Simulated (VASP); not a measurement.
# Tl (Im-3m) in VASP: notebook, part 2 of 2

VASP 6.6.1. Earlier steps stand in the parts before.

## Step 4: Single point, PBE

This run uses another cell than the first one, of 30.21 Å³/atom.

INCAR

```
ALGO = Normal
EDIFF = 1E-7
ENCUT = 520
GGA = PE
ISIF = 2
ISMEAR = -1
LASPH = T
LCHARG = F
LREAL = F
LWAVE = F
NBANDS = 12
NELM = 80
PREC = Accurate
SIGMA = 0.06122561905347299
```

KPOINTS

```
k-points
0
Gamma
  13 13 13
```

POSCAR

```
Tl
1.0
   -1.9618980641      1.9618980641      1.9618980641
    1.9618980641     -1.9618980641      1.9618980641
    1.9618980641      1.9618980641     -1.9618980641
Tl
1
Direct
    0.0000000000      0.0000000000      0.0000000000
```

On the command line:

```bash
$ cat potpaw_PBE.64/Tl_d/POTCAR > POTCAR
$ mpirun -np 1 vasp_std > vasp.out
```

It took 20 s on 1 thread of AMD EPYC 7R13 (Zen 3), shared host; peak memory 0.14 GiB.

Results (log left out):

* Free energy: -2.2183 eV
* Pressure: 1.1 GPa
* Band gap on the k mesh: zero (an odd number of electrons rules out a gap without spin polarisation)

Levels at points of the mesh, in eV from the Fermi level:
| k point | band 3 | band 4 | band 5 | band 6 | band 7 | band 8 | band 9 | band 10 |
| --- | --- | --- | --- | --- | --- | --- | --- | --- |
| (0.00, 0.00, 0.00) | -11.59 | -11.21 | -11.21 | -9.67 | 10.28 | 10.28 | 10.28 | 12.22 |

Caveat: spin-orbit coupling is left out, which moves the levels of the heavy elements.
